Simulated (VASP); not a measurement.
Input of a VASP 6.6.1 run:

File INCAR:

```
SYSTEM = Si2W
PREC = Accurate
ENCUT = 520
EDIFF = 1E-6
ISMEAR = 0
SIGMA = 0.15
LREAL = .FALSE.
LASPH = .TRUE.
NELM = 100
ALGO = Normal
ISIF = 2
LWAVE = .FALSE.
LCHARG = .FALSE.
GGA = PE
NBANDS = 18
```

KPOINTS

```
regular mesh
0
G
  18 18 18
  0 0 0
```

The input POSCAR:

```
Si2W
1.0
   -1.6566196968      1.6566196968      4.0358712732
    1.6566196968     -1.6566196968      4.0358712732
    1.6566196968      1.6566196968     -4.0358712732
Si W
2 1
Direct
    0.3345726944      0.3345726944      0.0000000000
    0.6654273056      0.6654273056      0.0000000000
    0.0000000000      0.0000000000      0.0000000000
```

Potentials or basis: VASP PAW PBE potentials, release 64 (Si, W_sv).

Launch:

```sh
$ cat potpaw_PBE.64/Si/POTCAR potpaw_PBE.64/W_sv/POTCAR > POTCAR
$ mpirun -np 1 vasp_std > vasp.out
```

Problem. Predict the pressure.

Solution. -14.3 GPa.

Problem. Predict the band gap on the k mesh.

Solution. Zero (bands 11 and 12 overlap by 1.13 eV).

Problem. What does it give for the largest force?

Solution. 0.179 eV/Å.

Forces on the atoms (eV/Å):
```
Si   0.000  0.000  0.179
Si   0.000  0.000 -0.179
W    0.000  0.000  0.000
```

Caveat: the cell stands under tension; spin-orbit coupling is left out, which moves the levels of the heavy elements.
